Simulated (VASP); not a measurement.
Wanted: the native input for a VASP 6.6.1 run.

| Quantity | Value |
| --- | --- |
| Task | single point |
| Functional | PBEsol |
| Potentials or basis | VASP PAW PBE potentials, release 64 (B) |
| Cutoff | 520 eV |
| k mesh | 20 × 20 × 20 |
| Occupations | fermi-dirac, width 0.05 eV |
| Spin | no spin polarisation |
| Dipole correction | no |
| Further INCAR settings | ALGO = Normal; EDIFF = 1e-06; NBANDS = 8 |

The structure of B lies in POSCAR:

```
B
1.0
    1.5662187231      0.0000000000      0.0000000000
    0.0000000000      1.5662187231      0.0000000000
    0.0000000000      0.0000000000      1.5662187231
B
1
Direct
    0.0000000000      0.0000000000      0.0000000000
```

This cell differs from its parent crystal: volume scaled by 0.58.

These files were run (other wordings do the same):

INCAR

```
SYSTEM = B
PREC = Accurate
ENCUT = 520
EDIFF = 1E-6
ISMEAR = -1
SIGMA = 0.05
LREAL = .FALSE.
LASPH = .TRUE.
NELM = 60
ALGO = Normal
ISIF = 2
LWAVE = .FALSE.
LCHARG = .FALSE.
GGA = PS
NBANDS = 8
```

KPOINTS

```
regular mesh
0
G
  20 20 20
  0 0 0
```

Potentials or basis: VASP PAW PBE potentials, release 64 (B).

Launch:

```console
$ cat potpaw_PBE.64/B/POTCAR > POTCAR
$ mpirun -np 1 vasp_std > vasp.out
```

Results of the run:

- Pressure: 340.9 GPa

Caveat: the PAW data sets were made with another functional, which shifts forces and pressure a little.

Wall time 2.5 s on 1 thread of Intel(R) Xeon(R) Platinum 8488C (Sapphire Rapids) (shared host), peak memory 0.11 GiB.
